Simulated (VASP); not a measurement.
The system is Ag.

```
CELL_PARAMETERS angstrom
4.82930 0.00000 0.00000
0.00000 5.24907 0.00000
-2.16620 0.00000 4.77537
ATOMIC_POSITIONS crystal
Ag 0.00000 0.00000 0.00000
Ag 0.00000 0.50000 0.50000
Ag 0.42500 0.36000 0.26500
Ag 0.57500 0.86000 0.23500
Ag 0.57500 0.64000 0.73500
Ag 0.42500 0.14000 0.76500
```

```yaml
Program: VASP 6.6.1
Task: relaxation of cell and atoms
Functional: PBE
Potentials_or_basis: VASP PAW PBE potentials, release 64 (Ag)
Cutoff: 600 eV
k_mesh: 4 × 4 × 4
Occupations: gaussian, width 0.1 eV
Spin: no spin polarisation
```

At the start: pressure 5.5 GPa; volume 20.18 Å³/atom.

**Question.** How do energy, volume and symmetry change on relaxing?

**Answer.** Over 39 steps the energy falls by 277.0 meV/atom and the volume is 18.04 Å³/atom (-10.6 %); space group Fmmm (No. 69, to 0.05 Å).

Step by step:
```csv
step,energy change (eV),largest force (eV/Å),pressure (GPa),volume (Å³)
1,0.0000,0.8112,5.53,121.05
2,-0.3371,0.2841,-2.70,133.50
3,-0.3421,0.3233,-1.93,131.82
4,-0.4445,0.4052,-0.98,128.70
5,-0.4830,0.5239,0.24,125.85
6,-0.5530,0.5173,0.06,125.10
7,-0.7329,0.4467,-0.27,122.86
8,-0.4029,1.5020,2.73,118.32
9,-0.7669,0.3928,-0.20,122.13
10,-0.7797,0.2989,0.18,120.74
11,-0.7865,0.3133,-0.04,121.31
12,-0.8670,0.2984,-0.26,120.49
13,-0.9100,0.6243,-0.05,119.00
14,-1.0094,0.5530,-0.34,118.07
15,-1.1069,0.4101,-0.22,115.93
16,-1.2135,0.2185,-0.16,114.61
17,-1.2195,0.1693,0.01,114.21
18,-1.2735,0.1810,-0.31,113.91
19,-1.2960,0.1927,-0.38,113.58
20,-1.2981,0.1973,-0.36,113.43
21,-1.3241,0.2142,0.42,111.81
22,-1.3514,0.2799,2.33,108.45
23,-1.2700,0.5467,8.33,101.80
24,-1.3497,0.3080,2.94,107.64
25,-1.3550,0.3129,2.94,107.58
26,-1.3709,0.3282,2.92,107.40
27,-1.4036,0.3578,2.94,107.04
28,-1.4617,0.3985,3.09,106.28
29,-1.4874,0.5385,4.26,104.67
30,-1.4966,0.4600,3.59,105.35
31,-1.5457,0.4080,2.10,106.71
32,-1.5953,0.2886,-1.58,110.84
33,-1.5963,0.2997,-1.20,110.35
34,-1.6134,0.2630,-1.03,109.99
35,-1.6490,0.1538,-0.43,108.91
36,-1.6464,0.0651,1.34,106.70
37,-1.6607,0.0569,0.26,107.93
38,-1.6608,0.0462,0.35,107.82
39,-1.6620,0.0275,-0.03,108.26
```

Final structure:
```
Ag
1.0
     5.13114    0.00000   -0.08782
     0.00000    4.87243    0.00000
    -2.36454    0.00000    4.37060
Ag
6
Direct
  0.00000 0.00000 0.00000
  0.00000 0.50000 0.50000
  0.33287 0.49794 0.16670
  0.66713 0.99794 0.33330
  0.66713 0.50206 0.83330
  0.33287 0.00206 0.66670
```
